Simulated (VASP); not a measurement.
Set up this calculation in VASP 6.6.1, as the native input.

* Task: single point
* Functional: B3LYP5
* Potentials or basis: VASP PAW PBE potentials, release 64 (Al, N)
* Cutoff: 520 eV
* k mesh: 5 × 5 × 5
* Occupations: fermi-dirac, width 0.05 eV
* Spin: no spin polarisation
* Dipole correction: no
* Grid for exact exchange (PRECFOCK): Normal
* Further INCAR settings: ALGO = Normal; EDIFF = 1e-06; NBANDS = 11

AlN:

```
Al N
1.0
     0.00000    2.22683    2.22683
     2.22683    0.00000    2.22683
     2.22683    2.22683    0.00000
Al N
1 1
Direct
  0.00000 0.00000 0.00000
  0.25000 0.25000 0.25000
```

The input as run:

POSCAR

```
AlN
1.0
    0.0000000000      2.2268278375      2.2268278375
    2.2268278375      0.0000000000      2.2268278375
    2.2268278375      2.2268278375      0.0000000000
Al N
1 1
Direct
    0.0000000000      0.0000000000      0.0000000000
    0.2500000000      0.2500000000      0.2500000000
```

INCAR.step1

```
SYSTEM = AlN
PREC     = Accurate       ! precision mode
ENCUT    = 520            ! plane-wave cutoff, eV
EDIFF    = 1E-5           ! SCF threshold, eV
ISMEAR   = -1             ! smearing method
SIGMA    = 0.05           ! smearing width, eV
LREAL    = .False.        ! projectors in reciprocal space
LASPH    = .True.         ! aspherical terms in the spheres
NELM     = 100            ! most SCF steps
ALGO     = Normal         ! electronic algorithm
ISIF     = 2              ! what is computed and relaxed
LWAVE    = .True.         ! write WAVECAR
LCHARG   = .False.        ! write CHGCAR
GGA      = PE             ! functional
NBANDS   = 11             ! bands
```

INCAR.step2

```
SYSTEM = AlN
PREC     = Accurate       ! precision mode
ENCUT    = 520            ! plane-wave cutoff, eV
EDIFF    = 1E-6           ! SCF threshold, eV
ISMEAR   = -1             ! smearing method
SIGMA    = 0.05           ! smearing width, eV
LREAL    = .False.        ! projectors in reciprocal space
LASPH    = .True.         ! aspherical terms in the spheres
NELM     = 100            ! most SCF steps
ALGO     = Normal         ! electronic algorithm
ISIF     = 2              ! what is computed and relaxed
LWAVE    = .False.        ! write WAVECAR
LCHARG   = .False.        ! write CHGCAR
GGA      = B5             ! functional
LHFCALC  = .True.         ! exact exchange
AEXX     = 0.2            ! exact-exchange fraction
AGGAX    = 0.72         
AGGAC    = 0.81         
ALDAC    = 0.19         
PRECFOCK = Normal       
ISTART   = 1            
NBANDS   = 11             ! bands
```

KPOINTS

```
regular mesh
0
Gamma
  5 5 5
  0 0 0
```

Potentials or basis: VASP PAW PBE potentials, release 64 (Al, N).

Run with:

```bash
$ cat potpaw_PBE.64/Al/POTCAR potpaw_PBE.64/N/POTCAR > POTCAR
$ cp INCAR.step1 INCAR
$ mpirun -np 1 vasp_std > vasp.out
$ cp INCAR.step2 INCAR
$ mpirun -np 1 vasp_std > vasp.out
```

It gave:

The pressure is -8.0 GPa and the band gap on the k mesh is 5.62 eV, direct.

Caveat: the k points lie up to 0.49 Å⁻¹ apart; the PAW data sets were made with another functional, which shifts forces and pressure a little.

Wall time 90 s on 1 thread of Intel(R) Xeon(R) Platinum 8375C CPU @ 2.90GHz (Ice Lake), with other jobs on the host, peak memory 0.13 GiB.
